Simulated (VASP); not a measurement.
Wanted: the native input for a VASP 6.6.1 run.

- Task: single point
- Functional: r2SCAN
- Dispersion: D3(BJ)
- Potentials or basis: VASP PAW PBE potentials, release 64 (O, H, C)
- Cutoff: 520 eV
- k mesh: 1 × 1 × 1
- Occupations: fermi-dirac, width 0.05 eV
- Spin: no spin polarisation
- Dipole correction: no
- Further INCAR settings: LREAL = Auto; ALGO = Normal; EDIFF = 1e-06; NBANDS = 47

The system is H14CO7.

```xyz
22
Lattice="6.0083 0.0000 0.0000 0.0000 6.0083 0.0000 0.0000 0.0000 6.0083" Properties=species:S:1:pos:R:3 pbc="T T T"
O     5.1967    1.8734    1.4160
O     1.3106    3.6089    1.1907
O     3.4872    4.1957    5.6201
O    -0.7455    0.3879    4.9544
O     4.1508    4.6658    2.7676
O     2.7408    0.9635    2.4973
O     0.9831    4.4674    3.7455
H     5.9319    2.4978    1.2541
H     5.1184    1.4058    0.5678
H     2.0847    3.8689    0.6534
H     1.3776    4.0884    2.0392
H     4.0212    5.0079    5.5972
H     3.3777    3.9999    4.6820
H    -1.1755    0.3611    4.0888
H     0.0900   -0.0753    4.7819
H     4.3295    4.1438    1.9787
H     3.5393    5.3775    2.4938
H     3.3598    1.5814    2.0734
H     1.8713    1.1744    2.1350
H     0.1626    3.4733    5.2932
H     0.1571    2.6331    3.6008
C     0.4284    3.5014    4.2184
```

These files were run (other wordings do the same):

POSCAR

```
H14CO7
1.0
    6.0083220000      0.0000000000      0.0000000000
    0.0000000000      6.0083220000      0.0000000000
    0.0000000000      0.0000000000      6.0083220000
O H C
7 14 1
Direct
    0.8649138944      0.3118048132      0.2356754250
    0.2181265848      0.6006577894      0.1981731878
    0.5803916849      0.6983172657      0.9353922476
   -0.1240747259      0.0645653013      0.8245853104
    0.6908362500      0.7765562561      0.4606324648
    0.4561656849      0.1603649679      0.4156419001
    0.1636180597      0.7435396870      0.6233831983
    0.9872784771      0.4157151124      0.2087263741
    0.8518918132      0.2339777530      0.0944983753
    0.3469750611      0.6439176944      0.1087488442
    0.2292791452      0.6804495327      0.3393952415
    0.6692734115      0.8334863966      0.9315673874
    0.5621722738      0.6657291166      0.7792468887
   -0.1956484547      0.0600965947      0.6805223137
    0.0149837001     -0.0125374437      0.7958870116
    0.7205867337      0.6896806201      0.3293205479
    0.5890596760      0.8950159849      0.4150568748
    0.5591902436      0.2632012660      0.3450896708
    0.3114504312      0.1954661648      0.3553445706
    0.0270658751      0.5780858458      0.8809714585
    0.0261454502      0.4382435543      0.5993071178
    0.0713063304      0.5827662267      0.7020955889
```

INCAR.step1

```
SYSTEM = H14CO7
ALGO = Normal ; EDIFF = 1E-4
ENCUT = 520 ; GGA = PE
ISMEAR = -1 ; LASPH = .TRUE.
LCHARG = .FALSE. ; LREAL = Auto
LWAVE = .TRUE. ; NBANDS = 47
NELM = 100 ; PREC = Accurate
SIGMA = 0.05
```

INCAR.step2

```
SYSTEM = H14CO7
ALGO = Normal ; EDIFF = 1E-6
ENCUT = 520 ; ISIF = 2
ISMEAR = -1 ; ISTART = 1
IVDW = 12 ; LASPH = .TRUE.
LCHARG = .TRUE. ; LELF = .TRUE.
LMIXTAU = .TRUE. ; LREAL = Auto
LVHAR = .TRUE. ; LWAVE = .FALSE.
METAGGA = R2SCAN ; NBANDS = 47
NELM = 100 ; PREC = Accurate
SIGMA = 0.05 ; VDW_A1 = 0.49484001
VDW_A2 = 5.73083694 ; VDW_S6 = 1.0
VDW_S8 = 0.78981345
```

KPOINTS

```
k-points
0
G
  1 1 1
  0 0 0
```

Potentials or basis: VASP PAW PBE potentials, release 64 (O, H, C).

Run with:

```sh
$ cat potpaw_PBE.64/O/POTCAR potpaw_PBE.64/H/POTCAR potpaw_PBE.64/C/POTCAR > POTCAR
$ cp INCAR.step1 INCAR
$ mpirun -np 1 vasp_gam > vasp.out
$ cp INCAR.step2 INCAR
$ mpirun -np 1 vasp_gam > vasp.out
```

Results of the run:

```yaml
Pressure: -0.2 GPa
Largest_force: 0.863 eV/Å
Band_gap_on_the_k_mesh: 4.39 eV
Dispersion_energy_per_atom: -0.019 eV
```

Caveat: the k points lie up to 1.05 Å⁻¹ apart; the PAW data sets were made with another functional, which shifts forces and pressure a little.

Run time: 98 s on 1 thread of AMD EPYC 7R43 64-Core Processor (Zen 3), on a shared host, peak memory 0.29 GiB.
